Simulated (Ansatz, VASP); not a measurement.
**AgRh in VASP and in Ansatz**

```
Ag Rh
1.0
     2.86725    0.00000    0.00000
    -1.43362    2.48311    0.00000
     0.00000    0.00000    4.96382
Ag Rh
1 1
Direct
  0.00000 0.00000 0.50000
  0.66667 0.33333 0.00000
```

Change from the starting cell: volume scaled by 1.1, LAPW.

Alike in both runs: task single point; functional PBE; k mesh 14 × 14 × 7; occupations fermi-dirac, width 0.05 eV; collinear spin.

|  | VASP | Ansatz |
| --- | --- | --- |
| version | VASP 6.6.1 | Ansatz 0.2.0 |
| potentials or method | VASP PAW PBE potentials, release 64 (Ag, Rh_pv), cutoff 520 eV | all-electron LAPW, scalar-relativistic |

```csv
,VASP,Ansatz,Ansatz less VASP
pressure (GPa),-12.6,-12.6,+0.02
"traceless stress, the component that is largest in VASP (GPa)",1.00,1.01,+0.009
net moment per atom (μB),0.26,0.26,+0.001
size of the moment on the site where the two differ most (μB),0.51,0.52,+0.005
```

Site moments also hang on the region over which each program counts them. Ansatz ran all-electron here, and VASP with PAW potentials.
